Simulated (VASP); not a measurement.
# Li4S5: relaxation of cell and atoms with PBE+D3(BJ)

Crystal: Li4S5.

```
Li S
1.0
     3.39037    0.00000    0.00000
    -1.69519    2.93615    0.00000
     0.00000    0.00000   16.64947
Li S
4 5
Direct
  0.00000 0.00000 0.13814
  0.33333 0.66667 0.36969
  0.66667 0.33333 0.55650
  0.33333 0.66667 0.90660
  0.00000 0.00000 0.00000
  0.00000 0.00000 0.27629
  0.00000 0.00000 0.46309
  0.33333 0.66667 0.64990
  0.00000 0.00000 0.81319
```

```
Program                : VASP 6.6.1
Task                   : relaxation of cell and atoms
Functional             : PBE
Dispersion             : D3(BJ)
Potentials or basis    : VASP PAW PBE potentials, release 64 (Li_sv, S)
Cutoff                 : 600 eV
k mesh                 : 6 × 6 × 1
Occupations            : gaussian, width 0.1 eV
Spin                   : no spin polarisation
Dipole correction      : no
Further INCAR settings : ALGO = Normal; EDIFF = 1e-06; IBRION = 2; EDIFFG = -0.04; NSW = 90; ISIF = 3
```

* Relaxed volume: 15.76 Å³/atom
* Relaxed cell: a = 3.156 Å, b = 3.156 Å, c = 16.443 Å, α = 90.00°, β = 90.00°, γ = 120.00°
* Space group after relaxing (to 0.05 Å): P3m1 (No. 156)
* Energy gained by relaxing: 186.7 meV/atom
* Ionic steps: 24
* Pressure after relaxing: 0.0 GPa
* Largest force after relaxing: 0.037 eV/Å
* Band gap on the k mesh: zero (band 21 reaches 5.47 eV, above the bottom of band 22 at 3.02 eV)
* Dispersion energy per atom: -0.298 eV

Forces in eV/Å, atoms in the order of the input:
```
Li   0.000  0.000 -0.027
Li   0.000  0.000  0.037
Li   0.000  0.000 -0.009
Li   0.000  0.000 -0.001
S    0.000  0.000 -0.009
S    0.000  0.000  0.000
S    0.000  0.000 -0.015
S    0.000  0.000  0.023
S    0.000  0.000  0.000
```

The path:
```tsv
step	energy change (eV)	largest force (eV/Å)	pressure (GPa)	volume (Å³)
1	0.0000	0.7242	-4.14	165.74
2	-0.2944	0.9589	-2.24	154.58
3	-0.4340	1.2050	0.94	142.57
4	-0.6527	1.2130	1.29	139.76
5	-1.2332	1.1577	3.93	131.41
6	4.5272	11.1409	31.11	115.10
7	-1.2757	1.1006	4.40	130.77
8	-1.2830	1.1827	5.26	129.56
9	-1.3788	1.0465	5.13	130.83
10	-1.3916	0.9843	5.18	131.45
11	-1.5138	0.7618	3.42	134.63
12	-1.6407	0.2616	-0.79	144.47
13	-1.6424	0.2899	-0.45	143.50
14	-1.6531	0.2447	-0.33	143.41
15	-1.6602	0.1682	-0.12	143.25
16	-1.6635	0.1528	-0.09	143.05
17	-1.6704	0.1061	0.00	142.45
18	-1.6694	0.2169	0.23	141.25
19	-1.6724	0.1512	0.10	141.92
20	-1.6762	0.0845	0.05	141.91
21	-1.6778	0.1462	0.00	141.89
22	-1.6798	0.0609	-0.02	141.88
23	-1.6801	0.0541	-0.02	141.88
24	-1.6805	0.0372	-0.02	141.80
```

Final structure:
```
Li S
1.0
     3.15559    0.00000    0.00000
    -1.57780    2.73282    0.00000
     0.00000    0.00000   16.44278
Li S
4 5
Direct
  0.00000 0.00000 0.12862
  0.33333 0.66667 0.36986
  0.66667 0.33333 0.57127
  0.33333 0.66667 0.90072
  0.00000 0.00000 0.99460
  0.00000 0.00000 0.26246
  0.00000 0.00000 0.47633
  0.33333 0.66667 0.68535
  0.00000 0.00000 0.78419
```

Levels at points of the mesh, in eV from the Fermi level:
```csv
k point,band 20,band 21,band 22,band 23,band 24,band 25
"(0.00, 0.00, 0.00)",1.31,1.39,1.39,1.49,1.49,3.03
"(0.50, 0.00, 0.00)",-0.36,-0.19,-0.07,0.14,0.89,2.38
```

It took 7.6 min on 1 thread of Intel(R) Xeon(R) 6975P-C (Granite Rapids), with other jobs on the host, peak memory 0.36 GiB.

Caveat: the k points lie up to 0.38 Å⁻¹ apart in the final cell; the cutoff is under 1.25 times the usual one of these potentials, so pressure, stress and relaxed cells hold a basis-set (Pulay) error; pairwise dispersion overbinds metals, which lowers pressure and volume.
